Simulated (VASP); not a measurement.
# TaAs (I4_1/amd) in VASP: single point with r2SCAN

Aim: the single point of TaAs with r2SCAN.

Everything below comes from runs of VASP 6.6.1. Logs are shortened: lines on timing, memory, paths and dates and some standing lists are left out, and cuts for length are marked.

### Step 1. The cell of the first run

It takes space group I4_1/amd (No. 141, tetragonal). Conventional cell: a = 3.496 Å, b = 3.496 Å, c = 11.958 Å, α = 90.00°, β = 90.00°, γ = 90.00°. Ta (site symmetry -4m2) has 4 As at 2.47 Å within 3.3 Å. Within 3.3 Å of As (site symmetry -4m2) lie 4 Ta at 2.47 Å.

### Step 2. Single point, r2SCAN

POSCAR

```
TaAs
1.0
    0.0000000000      3.4961420000      0.0000000000
    3.4961420000      0.0000000000      0.0000000000
    1.7480710000      1.7480710000     -5.9791380000
Ta As
2 2
Direct
    0.0000000000      0.0000000000      0.0000000000
    0.7500000000      0.2500000000      0.5000000000
    0.5000000000      0.5000000000      0.0000000000
    0.2500000000      0.7500000000      0.5000000000
```

INCAR.step1

```
ALGO = Normal
EDIFF = 1E-4
ENCUT = 520
GGA = PE
ISMEAR = 0
LASPH = T
LCHARG = F
LREAL = F
LWAVE = T
NBANDS = 24
NELM = 80
PREC = Accurate
SIGMA = 0.1032
```

INCAR.step2

```
ALGO = Normal
EDIFF = 1E-6
ENCUT = 520
ISIF = 2
ISMEAR = 0
ISTART = 1
LASPH = T
LCHARG = T
LELF = T
LMIXTAU = T
LREAL = F
LVHAR = T
LWAVE = F
METAGGA = R2SCAN
NBANDS = 24
NELM = 80
PREC = Accurate
SIGMA = 0.1032
```

KPOINTS

```
k-points
0
Gamma
  10 10 10
```

Potentials or basis: VASP PAW PBE potentials, release 64 (Ta_pv, As).

On the command line:

```sh
$ cat potpaw_PBE.64/Ta_pv/POTCAR potpaw_PBE.64/As/POTCAR > POTCAR
$ cp INCAR.step1 INCAR
$ mpirun -np 1 vasp_std > vasp.out
$ cp INCAR.step2 INCAR
$ mpirun -np 1 vasp_std > vasp.out
```

OUTCAR:

```text
EDIFF = 1E-6
   ENCUT = 520
   ISIF = 2
   ISMEAR = 0
   ISTART = 1
   LASPH = T
   LREAL = F
   METAGGA = R2SCAN
   NELM = 80
   PREC = Accurate

 ion  position               nearest neighbor table
   1  0.000  0.000  0.000-   3 2.47   3 2.47   3 2.47   3 2.47   2 3.46   2 3.46   2 3.46   2 3.46

   2  0.750  0.250  0.500-   4 2.47   4 2.47   4 2.47   4 2.47   1 3.46   1 3.46   1 3.46   1 3.46

   3  0.500  0.500  0.000-   1 2.47   1 2.47   1 2.47   1 2.47
   4  0.250  0.750  0.500-   2 2.47   2 2.47   2 2.47   2 2.47

  LATTYP: Found a body centered tetragonal cell.
 ALAT       =     3.4961420000
 C/A-ratio  =     3.4204205664

  Lattice vectors:

 A1 = (  -1.7480710000,   1.7480710000,   5.9791380000)
 A2 = (   1.7480710000,  -1.7480710000,   5.9791380000)
 A3 = (   1.7480710000,   1.7480710000,  -5.9791380000)

Analysis of symmetry for initial positions (statically):
=====================================================================
 Subroutine PRICEL returns:
 Original cell was already a primitive cell.

 Routine SETGRP: Setting up the symmetry group for a
 body centered tetragonal supercell.

 Subroutine GETGRP returns: Found 16 space group operations
 (whereof  8 operations were pure point group operations)
 out of a pool of 16 trial point group operations.

The static configuration has the point symmetry D_2d.
 The point group associated with its full space group is D_4h.

Analysis of symmetry for dynamics (positions and initial velocities):
=====================================================================
 Subroutine PRICEL returns:
 Original cell was already a primitive cell.

 Routine SETGRP: Setting up the symmetry group for a
 body centered tetragonal supercell.

 Subroutine GETGRP returns: Found 16 space group operations
 (whereof  8 operations were pure point group operations)
 out of a pool of 16 trial point group operations.

The dynamic configuration has the point symmetry D_2d.
 The point group associated with its full space group is D_4h.

 Subroutine INISYM returns: Found 16 space group operations
 (whereof  8 operations are pure point group operations),
 and found     1 'primitive' translations

----------------------------------------------------------------------------------------

                                     Primitive cell

  volume of cell :      73.0831

  direct lattice vectors                    reciprocal lattice vectors
     0.000000000  3.496142000  0.000000000     0.000000000  0.286029572  0.083624094
     3.496142000  0.000000000  0.000000000     0.286029572  0.000000000  0.083624094
     1.748071000  1.748071000 -5.979138000     0.000000000  0.000000000 -0.167248189

  length of vectors
     3.496142000  3.496142000  6.470053761     0.298003197  0.298003197  0.167248189

  position of ions in fractional coordinates (direct lattice)
     0.000000000  0.000000000  0.000000000
     0.750000000  0.250000000  0.500000000
     0.500000000  0.500000000  0.000000000
     0.250000000  0.750000000  0.500000000

  ion indices of the primitive-cell ions
   primitive index   ion index
                 1           1
                 2           2
                 3           3
                 4           4

----------------------------------------------------------------------------------------

 KPOINTS: k-points

Automatic generation of k-mesh.
 Grid dimensions read from file:
 generate k-points for:   10   10   10

 Generating k-lattice:

  Cartesian coordinates                     Fractional coordinates (reciprocal lattice)
     0.000000000  0.028602957  0.008362409     0.100000000  0.000000000  0.000000000
     0.028602957  0.000000000  0.008362409     0.000000000  0.100000000  0.000000000
     0.000000000  0.000000000 -0.016724819     0.000000000  0.000000000  0.100000000

  Length of vectors
     0.029800320  0.029800320  0.016724819

  Shift w.r.t. Gamma in fractional coordinates (k-lattice)
     0.000000000  0.000000000  0.000000000

 Subroutine IBZKPT returns following result:
 ===========================================

 Found    102 irreducible k-points:

 Following reciprocal coordinates:
            Coordinates               Weight
  0.000000  0.000000  0.000000      1.000000
  0.100000  0.000000 -0.000000      8.000000
  0.200000  0.000000 -0.000000      8.000000
  0.300000  0.000000  0.000000      8.000000
  0.400000  0.000000 -0.000000      8.000000
  0.500000  0.000000 -0.000000      4.000000
[... 16 lines left out ...]
  0.300000  0.300000  0.000000      8.000000
  0.400000  0.300000  0.000000     16.000000
 [... further k-points ...]
   k-points           NKPTS =    102   k-points in BZ     NKDIM =    102   number of bands    NBANDS=     24
   number of dos      NEDOS =    301   number of ions     NIONS =      4
   total plane-waves  NPLWV =  37632
   dimension x,y,z NGX =    28 NGY =   28 NGZ =   48
   dimension x,y,z NGXF=    56 NGYF=   56 NGZF=   96
   ions per type =               2   2
   NGX,Y,Z   is equivalent  to a cutoff of  13.31, 13.31, 12.33 a.u.
   NGXF,Y,Z  is equivalent  to a cutoff of  26.63, 26.63, 24.67 a.u.
 SYSTEM =  unknown system
   PREC   = accura    normal or accurate (medium, high low for compatibility)
   ISTART =      1    job   : 0-new  1-cont  2-samecut
   ICHARG =      0    charge: 1-file 2-atom 10-const
   ISPIN  =      1    spin polarized calculation?
   LNONCOLLINEAR =      F non collinear calculations
   LSORBIT =      F    spin-orbit coupling
   LASPH  =      T    aspherical Exc in radial PAW
   ENCUT  =  520.0 eV  38.22 Ry    6.18 a.u.   6.50  6.50 12.03*2*pi/ulx,y,z
   NELM   =     80;   NELMIN=  2; NELMDL=  0     # of ELM steps
   EDIFF  = 0.1E-05   stopping-criterion for ELM
   LREAL  =      F    real-space projection
   EDIFFG = 0.1E-04   stopping-criterion for IOM
   NSW    =      0    number of steps for IOM
   IBRION =     -1    ionic relax: 0-MD 1-quasi-New 2-CG
   NFREE  =      0    steps in history (QN), initial steepest desc. (CG)
   ISIF   =      2    stress and relaxation
   ISYM   =      2    0-nonsym 1-usesym 2-fastsym
   POTIM  = 0.5000    time-step for ionic-motion
   TEBEG  =    0.0;   TEEND  =   0.0 temperature during run
   PSTRESS=    0.0 pullay stress
   NELECT =      32.0000    total number of electrons
   NUPDOWN=      -1.0000    fix difference up-down
   EMIN   =  10.00;   EMAX   =-10.00  energy-range for DOS
   EFERMI =   0.00;   METHOD = LEGACY
   ISMEAR =     0;   SIGMA  =   0.10  broadening in eV -4-tet -1-fermi 0-gaus
   EFERMI_NEDOS =   21; number of points for ismear=-14 and -15
   IALGO  =     38    algorithm
   IMIX   =      4    mixing-type and parameters
     AMIX     =   0.40;   BMIX     =  1.00
     AMIX_MAG =   1.60;   BMIX_MAG =  1.00
  volume/ion in A,a.u.               =      18.27       123.30
  Fermi-wavevector in a.u.,A,eV,Ry     =   1.243138  2.349190 21.026327  1.545391
  Thomas-Fermi vector in A             =   2.377462
   LORBIT       =      0    0 simple, 1 ext, 2 COOP (PROOUT), +10 PAW based schemes
   METAGGA = R2SCAN    functional components
   LHFCALC =     F    Hartree Fock is set to
   AEXX    =    0.0000 exact exchange contribution
   IVDW    =     0    specifies the selected vdW correction
   LEPSILON=     F    determine dielectric tensor
   LRPA    =     F    only Hartree local field effects (RPA)
 non-spin polarized calculation
 Gauss-broadening in eV      SIGMA  =   0.10
  energy-cutoff  :      520.00
  volume of cell :       73.08
 maximum number of plane-waves:      2010
 NGX is ok and might be reduce to    28
   NGX = 13   NGY = 13   NGZ = 25

 number of electron      31.9999998 magnetization

 Free energy of the ion-electron system (eV)
  ---------------------------------------------------
  ext. energy  EPLUGINS =         0.00000000
  ---------------------------------------------------
  free energy    TOTEN  =      -125.72824183 eV

  energy without entropy =     -125.71106567  energy(sigma->0) =     -125.71965375

 E-fermi :   6.7593     XC(G=0): -12.4430

 val. band max:        6.7474389610   @ k =  -0.1000  -0.4000   0.1000
 cond. band min:       6.7603100320   @ k =  -0.1000  -0.2000   0.1000
 fundamental gap:      0.0128710711
 Fermi energy:         6.7592802272

 k-point     1 :       0.0000    0.0000    0.0000
  band No.  band energies     occupation
      1     -29.7418      2.00000
      2     -29.7418      2.00000
      3     -29.7300      2.00000
      4     -29.7299      2.00000
      5     -29.5656      2.00000
      6     -29.3825      2.00000
[... 16 lines left out ...]
     23       8.2233      0.00000
     24       9.9308      0.00000

 k-point     2 :       0.1000    0.0000   -0.0000
  band No.  band energies     occupation
      1     -29.7569      2.00000
      2     -29.7458      2.00000
      3     -29.7395      2.00000
      4     -29.7262      2.00000
      5     -29.5604      2.00000
      6     -29.3844      2.00000
[... 16 lines left out ...]
     23       8.8543      0.00000
     24      10.1674      0.00000

 k-point     3 :       0.2000    0.0000   -0.0000
  band No.  band energies     occupation
      1     -29.7967      2.00000
      2     -29.7861      2.00000
      3     -29.7331      2.00000
      4     -29.7166      2.00000
      5     -29.5465      2.00000
      6     -29.3903      2.00000
[... 16 lines left out ...]
     23      10.4294      0.00000
     24      10.5430      0.00000
[... 514 lines left out ...]
 k-point    23 :       0.3000    0.3000    0.0000
  band No.  band energies     occupation
      1     -29.8315      2.00000
      2     -29.8274      2.00000
      3     -29.8124      2.00000
      4     -29.8107      2.00000
      5     -29.4848      2.00000
      6     -29.4236      2.00000
[... 16 lines left out ...]
     23       9.9689      0.00000
     24      10.0447      0.00000

 k-point    24 :       0.4000    0.3000    0.0000
  band No.  band energies     occupation
      1     -29.8674      2.00000
      2     -29.8527      2.00000
      3     -29.8208      2.00000
      4     -29.8048      2.00000
      5     -29.4718      2.00000
      6     -29.4299      2.00000
[... 16 lines left out ...]
     23      10.2877      0.00000
     24      11.1325      0.00000

 [... further k-points ...]

------------------------ aborting loop because EDIFF is reached ----------------------------------------

  FORCE on cell =-STRESS in cart. coord.  units (eV):
  Direction    XX          YY          ZZ          XY          YZ          ZX
  --------------------------------------------------------------------------------------
  -------------------------------------------------------------------------------------
  Total        8.1913283      8.1913283     -6.3553957      0.0000000      0.0000000      0.0000000
  in kB      179.5759661    179.5759661   -139.3273815      0.0000000      0.0000000      0.0000000
  external PRESSURE =      73.2748503 kB  Pullay stress =       0.0000000 kB

 VOLUME and BASIS-vectors are now :
 -----------------------------------------------------------------------------
  energy-cutoff  :      520.00
  volume of cell :       73.08
      direct lattice vectors                 reciprocal lattice vectors
     0.000000000  3.496142000  0.000000000     0.000000000  0.286029572  0.083624094
     3.496142000  0.000000000  0.000000000     0.286029572  0.000000000  0.083624094
     1.748071000  1.748071000 -5.979138000     0.000000000  0.000000000 -0.167248189

 POSITION                                       TOTAL-FORCE (eV/Angst)
 -----------------------------------------------------------------------------------
      0.00000      0.00000      0.00000        -0.000000     -0.000000      0.000000
      1.74807      3.49614     -2.98957        -0.000000     -0.000000      0.000000
      1.74807      1.74807      0.00000         0.000000      0.000000      0.000000
      3.49614      1.74807     -2.98957         0.000000      0.000000      0.000000
 -----------------------------------------------------------------------------------
    total drift:                               -0.000000      0.000000      0.000000

  FREE ENERGIE OF THE ION-ELECTRON SYSTEM (eV)
  ---------------------------------------------------
  free  energy   TOTEN  =      -125.7282418345 eV

  energy  without entropy=     -125.7110656737  energy(sigma->0) =     -125.71965375
```

Wall time 5 min (1 thread of Intel Xeon 6975P-C (Granite Rapids), shared host); peak memory 0.32 GiB.

Results:

* Free energy: -125.7282 eV
* Pressure: 7.3 GPa
* Band gap on the k mesh: zero (bands 16 and 17 overlap by 1.17 eV)

Levels at points of the mesh, in eV from the Fermi level:
| k point | band 12 | band 13 | band 14 | band 15 | band 16 | band 17 | band 18 | band 19 | band 20 | band 21 |
| --- | --- | --- | --- | --- | --- | --- | --- | --- | --- | --- |
| (0.00, 0.00, 0.00) | -1.97 | -1.39 | -1.39 | -1.21 | -1.21 | -0.31 | 0.15 | 0.89 | 1.08 | 1.08 |
| (0.50, 0.00, 0.00) | -5.12 | -4.68 | -3.11 | -0.92 | 0.44 | 1.63 | 1.85 | 1.88 | 2.05 | 3.00 |
| (0.50, 0.50, 0.00) | -4.56 | -2.77 | -2.77 | -2.04 | -2.04 | 0.89 | 0.89 | 1.84 | 1.84 | 2.76 |
| (0.00, 0.00, 0.50) | -3.02 | -1.57 | -1.57 | -0.58 | -0.58 | -0.13 | -0.13 | -0.09 | -0.09 | 2.33 |

Caveat: the cell stands under pressure; the PAW data sets were made with another functional, which shifts forces and pressure a little; spin-orbit coupling is left out, which moves the levels of the heavy elements.
